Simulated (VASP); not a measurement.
# ZrAsRu (P-62m) in VASP: relaxation of volume and atoms at fixed shape with LDA

Aim: the relaxation of volume and atoms at fixed shape of ZrAsRu with LDA.

Program: VASP 6.6.1. These are calculated values, not measurements. Logs are shortened: lines on timing, memory, paths and dates and some standing lists are left out, and cuts for length are marked.

**1. The cell of the first run**

Symmetry: P-62m, No. 189, hexagonal system. The conventional cell has a = 6.601 Å, b = 6.601 Å, c = 3.919 Å, α = 90.00°, β = 90.00°, γ = 120.00°. Zr (site symmetry m2m) has 5 As at 2.76 to 2.79 Å and 6 Ru at 2.97 to 3.10 Å and 4 Zr at 3.43 Å within 3.6 Å. Within 3.3 Å of As (site symmetry -62m) lie 6 Ru at 2.54 Å and 3 Zr at 2.76 Å. As (site symmetry -6) has 3 Ru at 2.55 Å and 6 Zr at 2.79 Å within 3.4 Å. Within 3.3 Å of Ru (site symmetry m2m) lie 4 As at 2.54 to 2.55 Å and 2 Ru at 2.79 Å and 6 Zr at 2.97 to 3.10 Å.

**2. Relaxation of volume and atoms at fixed shape, LDA**

File INCAR:

```
SYSTEM = ZrAsRu
ALGO = Normal
EDIFF = 1E-6
EDIFFG = -0.01
ENCUT = 600
GGA = CA
IBRION = 2
ISIF = 8
ISMEAR = 1
LASPH = .TRUE.
LCHARG = .FALSE.
LREAL = .FALSE.
LWAVE = .FALSE.
NELM = 100
NSW = 80
PREC = Accurate
SIGMA = 0.15
```

File KPOINTS:

```
k-points
0
G
  5 5 7
  0 0 0
```

File POSCAR:

```
ZrAsRu
1.0
    6.6013860000      0.0000000000      0.0000000000
   -3.3006930000      5.7169679762      0.0000000000
    0.0000000000      0.0000000000      3.9189110000
Zr As Ru
3 3 3
Direct
    0.4180600000      0.4180600000      0.5000000000
    0.0000000000      0.5819400000      0.5000000000
    0.5819400000      0.0000000000      0.5000000000
    0.0000000000      0.0000000000      0.5000000000
    0.6666666667      0.3333333333      0.0000000000
    0.3333333333      0.6666666667      0.0000000000
    0.0000000000      0.2437340000      0.0000000000
    0.2437340000      0.0000000000      0.0000000000
    0.7562660000      0.7562660000      0.0000000000
```

Potentials or basis: VASP PAW LDA potentials, release 64 (Zr_sv, As, Ru_pv).

Run with:

```bash
$ cat potpaw_LDA.64/Zr_sv/POTCAR potpaw_LDA.64/As/POTCAR potpaw_LDA.64/Ru_pv/POTCAR > POTCAR
$ mpirun -np 1 vasp_std > vasp.out
```

OUTCAR:

```text
SYSTEM = ZrAsRu
   EDIFF = 1E-6
   EDIFFG = -0.01
   ENCUT = 600
   GGA = CA
   IBRION = 2
   ISIF = 8
   ISMEAR = 1
   LASPH = .TRUE.
   LREAL = .FALSE.
   NELM = 100
   NSW = 80
   PREC = Accurate

 ion  position               nearest neighbor table
   1  0.418  0.418  0.500-   4 2.76   5 2.79   5 2.79   6 2.79   6 2.79   9 2.97   9 2.97   7 3.10
                             7 3.10   8 3.10   8 3.10   2 3.43   2 3.43   3 3.43   3 3.43
   2  0.000  0.582  0.500-   4 2.76   6 2.79   6 2.79   5 2.79   5 2.79   7 2.97   7 2.97   9 3.10
                             9 3.10   8 3.10   8 3.10   1 3.43   1 3.43   3 3.43   3 3.43
   3  0.582  0.000  0.500-   4 2.76   5 2.79   5 2.79   6 2.79   6 2.79   8 2.97   8 2.97   9 3.10
                             7 3.10   7 3.10   9 3.10   1 3.43   2 3.43   1 3.43   2 3.43
   4  0.000  0.000  0.500-   8 2.54   8 2.54   9 2.54   7 2.54   7 2.54   9 2.54   3 2.76   2 2.76
                             1 2.76
   5  0.667  0.333  0.000-   7 2.55   8 2.55   9 2.55   3 2.79   3 2.79   2 2.79   2 2.79   1 2.79
                             1 2.79
   6  0.333  0.667  0.000-   8 2.55   7 2.55   9 2.55   2 2.79   2 2.79   3 2.79   3 2.79   1 2.79
                             1 2.79
   7  0.000  0.244  0.000-   4 2.54   4 2.54   5 2.55   6 2.55   8 2.79   9 2.79   2 2.97   2 2.97
                             1 3.10   1 3.10   3 3.10   3 3.10
   8  0.244  0.000  0.000-   4 2.54   4 2.54   6 2.55   5 2.55   9 2.79   7 2.79   3 2.97   3 2.97
                             1 3.10   2 3.10   1 3.10   2 3.10
   9  0.756  0.756  0.000-   4 2.54   4 2.54   6 2.55   5 2.55   8 2.79   7 2.79   1 2.97   1 2.97
                             2 3.10   2 3.10   3 3.10   3 3.10

  LATTYP: Found a hexagonal cell.
 ALAT       =     6.6013860000
 C/A-ratio  =     0.5936497275

  Lattice vectors:

 A1 = (   6.6013860000,   0.0000000000,   0.0000000000)
 A2 = (  -3.3006930000,   5.7169679762,   0.0000000000)
 A3 = (   0.0000000000,   0.0000000000,   3.9189110000)

Analysis of symmetry for initial positions (statically):
=====================================================================
 Subroutine PRICEL returns:
 Original cell was already a primitive cell.

 Routine SETGRP: Setting up the symmetry group for a
 hexagonal supercell.

 Subroutine GETGRP returns: Found 12 space group operations
 (whereof 12 operations were pure point group operations)
 out of a pool of 24 trial point group operations.

The static configuration has the point symmetry D_3h.

Analysis of symmetry for dynamics (positions and initial velocities):
=====================================================================
 Subroutine PRICEL returns:
 Original cell was already a primitive cell.

 Routine SETGRP: Setting up the symmetry group for a
 hexagonal supercell.

 Subroutine GETGRP returns: Found 12 space group operations
 (whereof 12 operations were pure point group operations)
 out of a pool of 24 trial point group operations.

The dynamic configuration has the point symmetry D_3h.

 Subroutine INISYM returns: Found 12 space group operations
 (whereof 12 operations are pure point group operations),
 and found     1 'primitive' translations

----------------------------------------------------------------------------------------

                                     Primitive cell

  volume of cell :     147.8994

  direct lattice vectors                    reciprocal lattice vectors
     6.601386000  0.000000000  0.000000000     0.151483340  0.087458947  0.000000000
    -3.300693000  5.716967976  0.000000000     0.000000000  0.174917894  0.000000000
     0.000000000  0.000000000  3.918911000     0.000000000  0.000000000  0.255172929

  length of vectors
     6.601386000  6.601386000  3.918911000     0.174917894  0.174917894  0.255172929

  position of ions in fractional coordinates (direct lattice)
     0.418060000  0.418060000  0.500000000
     1.000000000  0.581940000  0.500000000
     0.581940000  0.000000000  0.500000000
     0.000000000  0.000000000  0.500000000
     0.666666667  0.333333333  0.000000000
     0.333333333  0.666666667  0.000000000
     1.000000000  0.243734000  0.000000000
     0.243734000  0.000000000  0.000000000
     0.756266000  0.756266000  0.000000000

  ion indices of the primitive-cell ions
   primitive index   ion index
                 1           1
                 2           2
                 3           3
                 4           4
                 5           5
                 6           6
                 7           7
                 8           8
                 9           9

----------------------------------------------------------------------------------------

 KPOINTS: k-points

Automatic generation of k-mesh.
 Grid dimensions read from file:
 generate k-points for:    5    5    7

 Generating k-lattice:

  Cartesian coordinates                     Fractional coordinates (reciprocal lattice)
     0.030296668  0.017491789  0.000000000     0.200000000 -0.000000000  0.000000000
     0.000000000  0.034983579  0.000000000     0.000000000  0.200000000  0.000000000
     0.000000000  0.000000000  0.036453276     0.000000000  0.000000000  0.142857143

  Length of vectors
     0.034983579  0.034983579  0.036453276

  Shift w.r.t. Gamma in fractional coordinates (k-lattice)
     0.000000000  0.000000000  0.000000000

 Subroutine IBZKPT returns following result:
 ===========================================

 Found     20 irreducible k-points:

 Following reciprocal coordinates:
            Coordinates               Weight
  0.000000  0.000000  0.000000      1.000000
  0.200000  0.000000  0.000000      6.000000
  0.400000  0.000000  0.000000      6.000000
  0.200000  0.200000  0.000000      6.000000
  0.400000  0.200000  0.000000      6.000000
  0.000000  0.000000  0.142857      2.000000
[... 12 lines left out ...]
  0.200000  0.200000  0.428571     12.000000
  0.400000  0.200000  0.428571     12.000000
   k-points           NKPTS =     20   k-points in BZ     NKDIM =     20   number of bands    NBANDS=     55
   number of dos      NEDOS =    301   number of ions     NIONS =      9
   total plane-waves  NPLWV =  93312
   dimension x,y,z NGX =    54 NGY =   54 NGZ =   32
   dimension x,y,z NGXF=   108 NGYF=  108 NGZF=   64
   ions per type =               3   3   3
   NGX,Y,Z   is equivalent  to a cutoff of  13.60, 13.60, 13.57 a.u.
   NGXF,Y,Z  is equivalent  to a cutoff of  27.20, 27.20, 27.15 a.u.
 SYSTEM =  ZrAsRu
   PREC   = accura    normal or accurate (medium, high low for compatibility)
   ISTART =      0    job   : 0-new  1-cont  2-samecut
   ICHARG =      2    charge: 1-file 2-atom 10-const
   ISPIN  =      1    spin polarized calculation?
   LNONCOLLINEAR =      F non collinear calculations
   LSORBIT =      F    spin-orbit coupling
   LASPH  =      T    aspherical Exc in radial PAW
   ENCUT  =  600.0 eV  44.10 Ry    6.64 a.u.  13.18 13.18  7.83*2*pi/ulx,y,z
   NELM   =    100;   NELMIN=  2; NELMDL= -5     # of ELM steps
   EDIFF  = 0.1E-05   stopping-criterion for ELM
   LREAL  =      F    real-space projection
   EDIFFG = -.1E-01   stopping-criterion for IOM
   NSW    =     80    number of steps for IOM
   IBRION =      2    ionic relax: 0-MD 1-quasi-New 2-CG
   NFREE  =      1    steps in history (QN), initial steepest desc. (CG)
   ISIF   =      8    stress and relaxation
   ISYM   =      2    0-nonsym 1-usesym 2-fastsym
   POTIM  = 0.5000    time-step for ionic-motion
   TEBEG  =    0.0;   TEEND  =   0.0 temperature during run
   PSTRESS=    0.0 pullay stress
   NELECT =      93.0000    total number of electrons
   NUPDOWN=      -1.0000    fix difference up-down
   EMIN   =  10.00;   EMAX   =-10.00  energy-range for DOS
   EFERMI =   0.00;   METHOD = LEGACY
   ISMEAR =     1;   SIGMA  =   0.15  broadening in eV -4-tet -1-fermi 0-gaus
   EFERMI_NEDOS =   21; number of points for ismear=-14 and -15
   IALGO  =     38    algorithm
   IMIX   =      4    mixing-type and parameters
     AMIX     =   0.40;   BMIX     =  1.00
     AMIX_MAG =   1.60;   BMIX_MAG =  1.00
  volume/ion in A,a.u.               =      16.43       110.90
  Fermi-wavevector in a.u.,A,eV,Ry     =   1.402535  2.650407 26.764082  1.967105
  Thomas-Fermi vector in A             =   2.525287
   LORBIT       =      0    0 simple, 1 ext, 2 COOP (PROOUT), +10 PAW based schemes
   GGA     = CA    functional components
   LHFCALC =     F    Hartree Fock is set to
   AEXX    =    0.0000 exact exchange contribution
   IVDW    =     0    specifies the selected vdW correction
   LEPSILON=     F    determine dielectric tensor
   LRPA    =     F    only Hartree local field effects (RPA)
 conjugate gradient relaxation of ions
 non-spin polarized calculation
 Methfessel and Paxton  Order N= 1 SIGMA  =   0.15
  energy-cutoff  :      600.00
  volume of cell :      147.90
 maximum number of plane-waves:      4959
 NGX is ok and might be reduce to    54
   NGX = 27   NGY = 27   NGZ = 15

--------------------------------------- Ionic step        1  -------------------------------------------

 number of electron      92.9999998 magnetization

 Free energy of the ion-electron system (eV)
  ---------------------------------------------------
  ext. energy  EPLUGINS =         0.00000000
  ---------------------------------------------------
  free energy    TOTEN  =       -84.32670172 eV

  energy without entropy =      -84.30759155  energy(sigma->0) =      -84.32033166

------------------------ aborting loop because EDIFF is reached ----------------------------------------

  FORCE on cell =-STRESS in cart. coord.  units (eV):
  Direction    XX          YY          ZZ          XY          YZ          ZX
  --------------------------------------------------------------------------------------
  -------------------------------------------------------------------------------------
  Total       -7.0914407     -7.0914407     -7.0655690      0.0000000      0.0000000     -0.0000000
  in kB      -76.8207898    -76.8207898    -76.5405246      0.0000000      0.0000000     -0.0000000
  external PRESSURE =     -76.7273681 kB  Pullay stress =       0.0000000 kB
[... 114 lines left out ...]
  energy  without entropy=      -84.4465604049  energy(sigma->0) =      -84.45883608

--------------------------------------- Ionic step        4  -------------------------------------------

 number of electron      93.0000007 magnetization

 Free energy of the ion-electron system (eV)
  ---------------------------------------------------
  ext. energy  EPLUGINS =         0.00000000
  ---------------------------------------------------
  free energy    TOTEN  =       -84.46506929 eV

  energy without entropy =      -84.44667507  energy(sigma->0) =      -84.45893789

 E-fermi :  11.2491     XC(G=0): -12.7429

 val. band max:       11.2489057054   @ k =   0.4000   0.0000   0.2857
 cond. band min:      11.2612914405   @ k =   0.0000   0.0000   0.1429
 fundamental gap:      0.0123857351
 Fermi energy:        11.2490594057

 k-point     1 :       0.0000    0.0000    0.0000
  band No.  band energies     occupation
      1     -37.5518      2.00000
      2     -37.5125      2.00000
      3     -37.5125      2.00000
      4     -31.4976      2.00000
      5     -31.2707      2.00000
      6     -31.2707      2.00000
[... 1185 lines left out ...]
  FREE ENERGIE OF THE ION-ELECTRON SYSTEM (eV)
  ---------------------------------------------------
  free  energy   TOTEN  =       -84.4650692903 eV

  energy  without entropy=      -84.4466750748  energy(sigma->0) =      -84.45893789

 reached required accuracy - stopping structural energy minimisation
```

Wall time 24 min (1 thread of Intel Xeon 8259CL, shared host); peak memory 0.36 GiB.

Results:

```yaml
Free_energy: -84.4651 eV
Relaxed_volume: 15.82 Å³/atom
Relaxed_cell: a = 6.518 Å, b = 6.518 Å, c = 3.869 Å, α = 90.00°, β = 90.00°, γ = 120.00°
Space_group_after_relaxing_to_0.1_Å: P-62m (No. 189)
Energy_gained_by_relaxing: 15.4 meV/atom
Ionic_steps: 4
Pressure_after_relaxing: 0.0 GPa
Largest_force_after_relaxing: 0.009 eV/Å
Band_gap_on_the_k_mesh: zero (an odd number of electrons rules out a gap without spin polarisation)
```

Forces in eV/Å, atoms in the order of the input:
```
Zr  -0.003 -0.005  0.000
Zr  -0.003  0.005  0.000
Zr   0.006  0.000  0.000
As   0.000  0.000  0.000
As   0.000  0.000  0.000
As   0.000  0.000  0.000
Ru   0.005 -0.008  0.000
Ru  -0.009  0.000  0.000
Ru   0.005  0.008  0.000
```

The path:
```csv
step,energy change (eV),largest force (eV/Å),pressure (GPa),volume (Å³)
1,0.0000,0.1046,-7.67,147.90
2,0.4916,0.2794,20.34,131.69
3,-0.1383,0.0119,-0.23,142.48
4,-0.1384,0.0092,-0.02,142.34
```

Final structure:
```
Zr As Ru
1.0
     6.51769    0.00000    0.00000
    -3.25885    5.64449    0.00000
     0.00000    0.00000    3.86923
Zr As Ru
3 3 3
Direct
  0.41798 0.41798 0.50000
  0.00000 0.58202 0.50000
  0.58202 0.00000 0.50000
  0.00000 0.00000 0.50000
  0.66667 0.33333 0.00000
  0.33333 0.66667 0.00000
  0.00000 0.24350 0.00000
  0.24350 0.00000 0.00000
  0.75650 0.75650 0.00000
```
